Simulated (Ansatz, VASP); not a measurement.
## Two plane-wave programs on YN

```
Y N
1.0
     0.00000    2.47050    2.47050
     2.47050    0.00000    2.47050
     2.47050    2.47050    0.00000
Y N
1 1
Direct
  0.00000 0.00000 0.00000
  0.50000 0.50000 0.50000
```

Alike in both runs: functional RPBE; k mesh 6 × 6 × 6; no spin polarisation.

Ansatz relaxed the structure, and its values are those at the end. VASP's run is a single point on that final structure, the one shown.

|  | VASP | Ansatz |
| --- | --- | --- |
| version | VASP 6.6.1 | Ansatz 0.2.0 |
| potentials or method | VASP PAW PBE potentials, release 64 (Y_sv, N) | plane waves, PAW |
| plane-wave cutoff (eV) | 600 | 420 |
| occupations | gaussian, width 0.01 eV | fixed |
| valence electrons in the cell | 16 | 16 |

```tsv
	VASP	Ansatz	Ansatz less VASP
pressure (GPa)	-0.2	0.0	+0.19
```

VASP's potentials were made for PBE, not for RPBE. Ansatz's warnings: metallic iterate.
